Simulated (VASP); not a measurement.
# WS2 (P6_3/mmc) in VASP: further runs

Runs on WS2. Level: r2SCAN. Tasks: single point.

Program: VASP 6.6.1. These are calculated values, not measurements. Logs are shortened: lines on timing, memory, paths and dates and some standing lists are left out, and cuts for length are marked.

## 1. The cell of the first run

Symmetry: P6_3/mmc, No. 194, hexagonal system. Conventional cell: a = 3.170 Å, b = 3.170 Å, c = 12.491 Å, α = 90.00°, β = 90.00°, γ = 120.00°. Within 3.2 Å of W (site symmetry -6m2) lie 6 S at 2.41 Å and 6 W at 3.17 Å. S (site symmetry 3m) has 3 W at 2.41 Å and 7 S at 3.13 to 3.17 Å within 3.2 Å.

## 2. Single point, r2SCAN, non-collinear spin, zero start, spin-orbit coupling

Input file POSCAR:

```
WS2
1.0
    3.1699462934      0.0000000000      0.0000000000
   -1.5849731467      2.7452540187      0.0000000000
    0.0000000000      0.0000000000     12.4910705525
W S
2 4
Direct
    0.3333333333      0.6666666667      0.2500000000
    0.6666666667      0.3333333333      0.7500000000
    0.6666666667      0.3333333333      0.3751079134
    0.6666666667      0.3333333333      0.1248920866
    0.3333333333      0.6666666667      0.8751079134
    0.3333333333      0.6666666667      0.6248920866
```

Input file INCAR.step1:

```
SYSTEM = WS2
ALGO = Normal
EDIFF = 1E-5
ENCUT = 550
GGA = PE
GGA_COMPAT = .False.
ISMEAR = -1
KPAR = 4
LASPH = .True.
LCHARG = .False.
LMAXMIX = 4
LNONCOLLINEAR = .True.
LREAL = .False.
LSORBIT = .True.
LWAVE = .True.
MAGMOM = 0 0 0 0 0 0 0 0 0 0 0 0 0 0 0 0 0 0
NBANDS = 68
NELM = 200
PREC = Accurate
SIGMA = 0.02
```

Input file INCAR.step2:

```
SYSTEM = WS2
ALGO = Normal
EDIFF = 1E-6
ENCUT = 550
GGA_COMPAT = .False.
ISIF = 2
ISMEAR = -1
ISTART = 1
KPAR = 4
LASPH = .True.
LCHARG = .False.
LMAXMIX = 4
LMIXTAU = .True.
LNONCOLLINEAR = .True.
LORBIT = 11
LORBMOM = .True.
LREAL = .False.
LSORBIT = .True.
LWAVE = .False.
MAGMOM = 0 0 0 0 0 0 0 0 0 0 0 0 0 0 0 0 0 0
METAGGA = R2SCAN
NBANDS = 68
NELM = 200
PREC = Accurate
SIGMA = 0.02
```

Input file KPOINTS:

```
k-points
0
Gamma
  12 12 2
  0 0 0
```

Potentials or basis: VASP PAW PBE potentials, release 64 (W_sv, S).

Run with:

```
> cat potpaw_PBE.64/W_sv/POTCAR potpaw_PBE.64/S/POTCAR > POTCAR
> cp INCAR.step1 INCAR
> mpirun -np 4 vasp_ncl > vasp.out
> cp INCAR.step2 INCAR
> mpirun -np 4 vasp_ncl > vasp.out
```

OUTCAR:

```text
SYSTEM = WS2
   EDIFF = 1E-6
   ENCUT = 550
   ISIF = 2
   ISMEAR = -1
   ISTART = 1
   LASPH = .True.
   LNONCOLLINEAR = .True.
   LORBIT = 11
   LREAL = .False.
   LSORBIT = .True.
   METAGGA = R2SCAN
   NELM = 200
   PREC = Accurate

 ion  position               nearest neighbor table
   1  0.333  0.667  0.250-   3 2.41   4 2.41   3 2.41   4 2.41   3 2.41   4 2.41
   2  0.667  0.333  0.750-   5 2.41   6 2.41   5 2.41   6 2.41   5 2.41   6 2.41
   3  0.667  0.333  0.375-   1 2.41   1 2.41   1 2.41
   4  0.667  0.333  0.125-   1 2.41   1 2.41   1 2.41
   5  0.333  0.667  0.875-   2 2.41   2 2.41   2 2.41
   6  0.333  0.667  0.625-   2 2.41   2 2.41   2 2.41

  LATTYP: Found a hexagonal cell.
 ALAT       =     3.1699462934
 C/A-ratio  =     3.9404675652

  Lattice vectors:

 A1 = (   3.1699462934,   0.0000000000,   0.0000000000)
 A2 = (  -1.5849731467,   2.7452540187,   0.0000000000)
 A3 = (   0.0000000000,   0.0000000000,  12.4910705525)

Analysis of symmetry for initial positions (statically):
=====================================================================
 Subroutine PRICEL returns:
 Original cell was already a primitive cell.

 Routine SETGRP: Setting up the symmetry group for a
 hexagonal supercell.

 Subroutine GETGRP returns: Found 24 space group operations
 (whereof 12 operations were pure point group operations)
 out of a pool of 24 trial point group operations.

The static configuration has the point symmetry D_3d.
 The point group associated with its full space group is D_6h.

Analysis of symmetry for dynamics (positions and initial velocities):
=====================================================================
 Subroutine PRICEL returns:
 Original cell was already a primitive cell.

 Routine SETGRP: Setting up the symmetry group for a
 hexagonal supercell.

 Subroutine GETGRP returns: Found 24 space group operations
 (whereof 12 operations were pure point group operations)
 out of a pool of 24 trial point group operations.

The dynamic configuration has the point symmetry D_3d.
 The point group associated with its full space group is D_6h.

Analysis of structural, dynamic, and magnetic symmetry:
=====================================================================
 Subroutine PRICEL returns:
 Original cell was already a primitive cell.

 Routine SETGRP: Setting up the symmetry group for a
 hexagonal supercell.

 Subroutine GETGRP returns: Found 24 space group operations
 (whereof 12 operations were pure point group operations)
 out of a pool of 24 trial point group operations.

The overall configuration has the point symmetry D_3d.
 The point group associated with its full space group is D_6h.

 Subroutine INISYM returns: Found 24 space group operations
 (whereof 12 operations are pure point group operations),
 and found     1 'primitive' translations

----------------------------------------------------------------------------------------

                                     Primitive cell

  volume of cell :     108.7011

  direct lattice vectors                    reciprocal lattice vectors
     3.169946293  0.000000000  0.000000000     0.315462758  0.182132508  0.000000000
    -1.584973147  2.745254019  0.000000000     0.000000000  0.364265016  0.000000000
     0.000000000  0.000000000 12.491070553     0.000000000  0.000000000  0.080057189

  length of vectors
     3.169946293  3.169946293 12.491070553     0.364265016  0.364265016  0.080057189

  position of ions in fractional coordinates (direct lattice)
     0.333333333  0.666666667  0.250000000
     0.666666667  0.333333333  0.750000000
     0.666666667  0.333333333  0.375107913
     0.666666667  0.333333333  0.124892087
     0.333333333  0.666666667  0.875107913
     0.333333333  0.666666667  0.624892087

  ion indices of the primitive-cell ions
   primitive index   ion index
                 1           1
                 2           2
                 3           3
                 4           4
                 5           5
                 6           6

----------------------------------------------------------------------------------------

 KPOINTS: k-points

Automatic generation of k-mesh.
 Grid dimensions read from file:
 generate k-points for:   12   12    2

 Generating k-lattice:

  Cartesian coordinates                     Fractional coordinates (reciprocal lattice)
     0.026288563  0.015177709  0.000000000     0.083333333  0.000000000  0.000000000
     0.000000000  0.030355418  0.000000000     0.000000000  0.083333333  0.000000000
     0.000000000  0.000000000  0.040028595     0.000000000  0.000000000  0.500000000

  Length of vectors
     0.030355418  0.030355418  0.040028595
[... 88 lines left out ...]
   NGX = 13   NGY = 13   NGZ = 47

 number of electron      52.0000003 magnetization      -0.0000000      0.0000000      0.0000000

 number of electron      52.0000003 magnetization      -0.0000000     -0.0000000     -0.0000000

 Free energy of the ion-electron system (eV)
  ---------------------------------------------------
  ext. energy  EPLUGINS =         0.00000000
  ---------------------------------------------------
  free energy    TOTEN  =      -141.60102230 eV

  energy without entropy =     -141.60102230  energy(sigma->0) =     -141.60102230

 E-fermi :   7.5744     XC(G=0): -11.5206

 val. band max:        7.0646358999   @ k =   0.0000   0.0000   0.0000
 cond. band min:       8.1858387311   @ k =   0.1667   0.1667   0.0000
 fundamental gap:      1.1212028312
 Fermi energy:         7.5744021746

 k-point     1 :       0.0000    0.0000    0.0000
  band No.  band energies     occupation
      1     -69.5390      1.00000
      2     -69.5390      1.00000
      3     -69.5390      1.00000
      4     -69.5390      1.00000
      5     -38.9687      1.00000
      6     -38.9687      1.00000
[... 1597 lines left out ...]
     63      10.5551      0.00000
     64      10.5551      0.00000

 [... further k-points ...]

 [bands above 64 left out]

------------------------ aborting loop because EDIFF is reached ----------------------------------------

  FORCE on cell =-STRESS in cart. coord.  units (eV):
  Direction    XX          YY          ZZ          XY          YZ          ZX
  --------------------------------------------------------------------------------------
  -------------------------------------------------------------------------------------
  Total        1.2330255      1.2330255      0.9951956      0.0000000     -0.0000000      0.0000000
  in kB       18.1739170     18.1739170     14.6684744      0.0000000     -0.0000000      0.0000000
  external PRESSURE =      17.0054361 kB  Pullay stress =       0.0000000 kB

 VOLUME and BASIS-vectors are now :
 -----------------------------------------------------------------------------
  energy-cutoff  :      550.00
  volume of cell :      108.70
      direct lattice vectors                 reciprocal lattice vectors
     3.169946293  0.000000000  0.000000000     0.315462758  0.182132508  0.000000000
    -1.584973147  2.745254019  0.000000000     0.000000000  0.364265016  0.000000000
     0.000000000  0.000000000 12.491070553     0.000000000  0.000000000  0.080057189

 POSITION                                       TOTAL-FORCE (eV/Angst)
 -----------------------------------------------------------------------------------
     -0.00000      1.83017      3.12277         0.000000     -0.000000      0.000000
      1.58497      0.91508      9.36830        -0.000000      0.000000     -0.000000
      1.58497      0.91508      4.68550         0.000000     -0.000000     -0.003997
      1.58497      0.91508      1.56004         0.000000     -0.000000      0.003997
     -0.00000      1.83017     10.93103        -0.000000      0.000000     -0.003997
     -0.00000      1.83017      7.80557        -0.000000      0.000000      0.003997
 -----------------------------------------------------------------------------------
    total drift:                                0.000000     -0.000000     -0.000000

  FREE ENERGIE OF THE ION-ELECTRON SYSTEM (eV)
  ---------------------------------------------------
  free  energy   TOTEN  =      -141.6010223038 eV

  energy  without entropy=     -141.6010223038  energy(sigma->0) =     -141.60102230

 orbital moment (x)

 # of ion     p       d       tot
 ----------------------------------------
  1        -0.000  -0.000  -0.000
  2         0.000  -0.000  -0.000
  3         0.000   0.000   0.000
  4        -0.000   0.000  -0.000
  5        -0.000   0.000  -0.000
  6         0.000   0.000   0.000
 ----------------------------------------
           -0.000  -0.000  -0.000

 orbital moment (y)

 # of ion     p       d       tot
 ----------------------------------------
  1         0.000   0.000   0.000
  2         0.000   0.000   0.000
  3         0.000   0.000   0.000
  4        -0.000   0.000  -0.000
  5        -0.000   0.000  -0.000
  6         0.000   0.000   0.000
 ----------------------------------------
           -0.000   0.000  -0.000

 orbital moment (z)

 # of ion     p       d       tot
 ----------------------------------------
  1         0.000   0.000   0.000
  2        -0.000   0.000  -0.000
  3         0.000   0.000   0.000
  4         0.000   0.000   0.000
  5         0.000   0.000   0.000
  6         0.000   0.000   0.000
 ----------------------------------------
           -0.000   0.000  -0.000

 Spin-Orbit-Coupling matrix elements

 Ion:    1  E_soc:     -1.4386172
 l=   1
     0.0000000    -0.2129162    -0.2138287
    -0.2129162     0.0000000    -0.2129162
    -0.2138287    -0.2129162     0.0000000
 l=   2
     0.0000000    -0.0050201     0.0000000    -0.0050201    -0.0223286
    -0.0050201     0.0000000    -0.0164970    -0.0042445    -0.0050201
     0.0000000    -0.0164970     0.0000000    -0.0164970     0.0000000
    -0.0050201    -0.0042445    -0.0164970     0.0000000    -0.0050201
    -0.0223286    -0.0050201     0.0000000    -0.0050201     0.0000000
 l=   3
     0.0000000     0.0000000     0.0000000     0.0000000     0.0000000     0.0000000     0.0000000
     0.0000000     0.0000000     0.0000000     0.0000000     0.0000000     0.0000000     0.0000000
     0.0000000     0.0000000     0.0000000     0.0000000     0.0000000     0.0000000     0.0000000
     0.0000000     0.0000000     0.0000000     0.0000000     0.0000000     0.0000000     0.0000000
[... 89 lines left out ...]
 l=   2
     0.0000000     0.0000000     0.0000000     0.0000000     0.0000000
     0.0000000     0.0000000     0.0000000     0.0000000     0.0000000
     0.0000000     0.0000000     0.0000000     0.0000000     0.0000000
     0.0000000     0.0000000     0.0000000     0.0000000     0.0000000
     0.0000000     0.0000000     0.0000000     0.0000000     0.0000000
 l=   3
     0.0000000     0.0000000     0.0000000     0.0000000     0.0000000     0.0000000     0.0000000
     0.0000000     0.0000000     0.0000000     0.0000000     0.0000000     0.0000000     0.0000000
     0.0000000     0.0000000     0.0000000     0.0000000     0.0000000     0.0000000     0.0000000
     0.0000000     0.0000000     0.0000000     0.0000000     0.0000000     0.0000000     0.0000000
     0.0000000     0.0000000     0.0000000     0.0000000     0.0000000     0.0000000     0.0000000
     0.0000000     0.0000000     0.0000000     0.0000000     0.0000000     0.0000000     0.0000000
     0.0000000     0.0000000     0.0000000     0.0000000     0.0000000     0.0000000     0.0000000

 total charge

# of ion       s       p       d       tot
------------------------------------------
    1        2.313   6.337   3.369  12.020
    2        2.313   6.337   3.369  12.020
    3        1.351   2.390   0.000   3.741
    4        1.351   2.390   0.000   3.741
    5        1.351   2.390   0.000   3.741
    6        1.351   2.390   0.000   3.741
--------------------------------------------------
tot         10.031  22.234   6.739  39.003

 magnetization (x)

# of ion       s       p       d       tot
------------------------------------------
    1        0.000  -0.000   0.000   0.000
    2       -0.000  -0.000   0.000  -0.000
    3        0.000   0.000   0.000   0.000
    4       -0.000   0.000   0.000   0.000
    5       -0.000  -0.000   0.000  -0.000
    6        0.000   0.000   0.000   0.000
--------------------------------------------------
tot         -0.000   0.000   0.000   0.000

 magnetization (y)

# of ion       s       p       d       tot
------------------------------------------
    1       -0.000   0.000   0.000  -0.000
    2        0.000  -0.000   0.000  -0.000
    3        0.000   0.000   0.000   0.000
    4        0.000   0.000   0.000   0.000
    5       -0.000   0.000   0.000  -0.000
    6        0.000   0.000   0.000   0.000
--------------------------------------------------
tot         -0.000  -0.000   0.000  -0.000

 magnetization (z)

# of ion       s       p       d       tot
------------------------------------------
    1        0.000   0.000   0.000   0.000
    2        0.000   0.000   0.000   0.000
    3        0.000   0.000   0.000   0.000
    4        0.000   0.000   0.000   0.000
    5        0.000   0.000   0.000   0.000
    6        0.000   0.000   0.000   0.000
--------------------------------------------------
tot          0.000   0.000   0.000   0.000
```

Run time: 6.3 min. Hardware: 4 MPI ranks of Intel Xeon 6975P-C (Granite Rapids), shared host; peak memory 0.81 GiB.

What came out:

```
Free energy                                           : -141.6010 eV
Pressure                                              : 1.7 GPa
Largest force                                         : 0.004 eV/Å
Net moment                                            : 0.00 μB per cell
Valence electrons inside the program's atomic spheres : W 12.02; S 3.74
```

Forces on the atoms (eV/Å):
```
W    0.000  0.000  0.000
W    0.000  0.000  0.000
S    0.000  0.000 -0.004
S    0.000  0.000  0.004
S    0.000  0.000 -0.004
S    0.000  0.000  0.004
```

Stress tensor (GPa, compression positive):
```
1.82 0.00 0.00
0.00 1.82 0.00
0.00 0.00 1.47
```

Moments on the atoms (μB; x, y, z):
```
W   0.00 0.00 0.00
W   0.00 0.00 0.00
S   0.00 0.00 0.00
S   0.00 0.00 0.00
S   0.00 0.00 0.00
S   0.00 0.00 0.00
```

Caveat: the PAW data sets were made with another functional, which shifts forces and pressure a little.

## 3. Single point, r2SCAN, non-collinear spin, zero start, spin-orbit coupling (uniaxial z strain +2.0%)

Input file POSCAR:

```
WS2
1.0
    3.1699462934      0.0000000000      0.0000000000
   -1.5849731467      2.7452540187      0.0000000000
    0.0000000000      0.0000000000     12.7408919635
W S
2 4
Direct
    0.3333333333      0.6666666667      0.2500000000
    0.6666666667      0.3333333333      0.7500000000
    0.6666666667      0.3333333333      0.3727860666
    0.6666666667      0.3333333333      0.1272139334
    0.3333333333      0.6666666667      0.8727860666
    0.3333333333      0.6666666667      0.6272139334
```

Input file INCAR.step1:

```
SYSTEM = WS2
PREC = Accurate
ENCUT = 550
ISMEAR = -1
SIGMA = 0.02
LREAL = .FALSE.
LASPH = .TRUE.
NELM = 200
MAGMOM = 0 0 0 0 0 0 0 0 0 0 0 0 0 0 0 0 0 0
LSORBIT = .TRUE.
GGA_COMPAT = .FALSE.
LMAXMIX = 4
NBANDS = 68
GGA = PE
ALGO = Normal
EDIFF = 1E-5
LWAVE = .TRUE.
LCHARG = .FALSE.
KPAR = 4
```

Input file INCAR.step2:

```
SYSTEM = WS2
PREC = Accurate
ENCUT = 550
EDIFF = 1E-6
ISMEAR = -1
SIGMA = 0.02
LREAL = .FALSE.
LASPH = .TRUE.
NELM = 200
ALGO = Normal
ISIF = 2
LWAVE = .FALSE.
LCHARG = .TRUE.
MAGMOM = 0 0 0 0 0 0 0 0 0 0 0 0 0 0 0 0 0 0
LORBIT = 11
LSORBIT = .TRUE.
GGA_COMPAT = .FALSE.
LORBMOM = .TRUE.
LMAXMIX = 4
METAGGA = R2SCAN
LMIXTAU = .TRUE.
LVHAR = .TRUE.
NBANDS = 68
ISTART = 1
KPAR = 4
```

Input file KPOINTS:

```
Automatic mesh
0
G
  12 12 2
  0 0 0
```

Potentials or basis: VASP PAW PBE potentials, release 64 (W_sv, S).

Run with:

```
> cat potpaw_PBE.64/W_sv/POTCAR potpaw_PBE.64/S/POTCAR > POTCAR
> cp INCAR.step1 INCAR
> mpirun -np 4 vasp_ncl > vasp.out
> cp INCAR.step2 INCAR
> mpirun -np 4 vasp_ncl > vasp.out
```

It took 6.1 min on 4 MPI ranks of Intel Xeon 6975P-C (Granite Rapids), shared host; peak memory 0.86 GiB.

The run converged. Its results:

```yaml
Free_energy: -141.6163 eV
Pressure: 1.3 GPa
Net_moment: 0.00 μB per cell
Valence_electrons_inside_the_program's_atomic_spheres: W 12.02; S 3.74
```

Forces in eV/Å, atoms in the order of the input:
```
W    0.000  0.000  0.000
W    0.000  0.000  0.000
S    0.000  0.000 -0.003
S    0.000  0.000  0.003
S    0.000  0.000 -0.003
S    0.000  0.000  0.003
```

Stress tensor (GPa, compression positive):
```
1.61 0.00 0.00
0.00 1.61 0.00
0.00 0.00 0.63
```

Moments on the atoms (μB; x, y, z):
```
W   0.00 0.00 0.00
W   0.00 0.00 0.00
S   0.00 0.00 0.00
S   0.00 0.00 0.00
S   0.00 0.00 0.00
S   0.00 0.00 0.00
```

Caveat: the cell differs from its parent crystal (uniaxial z strain +2.0%); the PAW data sets were made with another functional, which shifts forces and pressure a little.

(Part 1 of 2 ends here.)
